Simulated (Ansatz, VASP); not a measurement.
**ZnSe: VASP beside Ansatz**

```
Zn Se
1.0
     4.02612    0.00000    0.00000
     0.00000    4.02612    0.00000
     0.00000    0.00000    5.52864
Zn Se
2 2
Direct
  0.00000 0.00000 0.00000
  0.50000 0.50000 0.00000
  0.00000 0.50000 0.30434
  0.50000 0.00000 0.69566
```

Alike in both runs: task single point; functional PBEsol; k mesh 8 × 8 × 6; occupations gaussian, width 0.05 eV; no spin polarisation.

|  | VASP | Ansatz |
| --- | --- | --- |
| version | VASP 6.6.1 | Ansatz 0.2.0 |
| potentials or method | VASP PAW PBE potentials, release 64 (Zn, Se), cutoff 520 eV | scalar-relativistic, plane waves, PAW |
| valence electrons in the cell | 36 | 56 |

```csv
,VASP,Ansatz,Ansatz less VASP
gap on the k mesh at the Fermi level (eV),0.96,0.96,-0.004
least direct gap on the mesh (eV),0.96,0.96,-0.004
pressure (GPa),-5.7,-5.9,-0.18
"traceless stress, the component that is largest in VASP (GPa)",-3.52,-3.56,-0.041
rms of the force components (eV/Å),0.696,0.710,+0.0139
```

VASP's potentials were made for PBE, not for PBEsol, and Ansatz warns of the same on its side. Atom by atom the forces differ by 0.014 eV/Å (rms over components). The functional is the same, so the differences come from potentials, cutoffs and numerics. VASP's potentials hold 36 valence electrons a cell and Ansatz's 56, so a difference there can come from the potentials and not from the codes.
